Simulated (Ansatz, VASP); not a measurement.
# ZrB2 in VASP and in Ansatz

```
Zr B
1.0
     3.19665    0.00000    0.00000
    -1.59832    2.76838    0.00000
     0.00000    0.00000    3.52000
Zr B
1 2
Cartesian
  0.0000 0.0000 0.0000
  0.0000 1.8456 1.7600
  1.5983 0.9228 1.7600
```

Change from the starting cell: equal xx and yy strain of +1 %, crystal datasets.

Alike in both runs: task electric field gradients; functional PBE; k mesh 12 × 12 × 9; occupations fermi-dirac, width 0.05 eV; no spin polarisation.

```csv
,VASP,Ansatz
version,VASP 6.6.1,Ansatz 0.2.0
potentials or method,"VASP PAW PBE potentials, release 64 (Zr_sv, B), cutoff 420 eV","all-electron PAW with datasets made for the crystal, scalar-relativistic"
```

Ansatz gave:

| Property | Result |
| --- | --- |
| size of Vzz on the site where it differs most (V/Å²) | 42.7 |

Which values does VASP return?

Size of Vzz on the site where it differs most (V/Å²): 39.5.

Ansatz ran all-electron here, and VASP with PAW potentials.
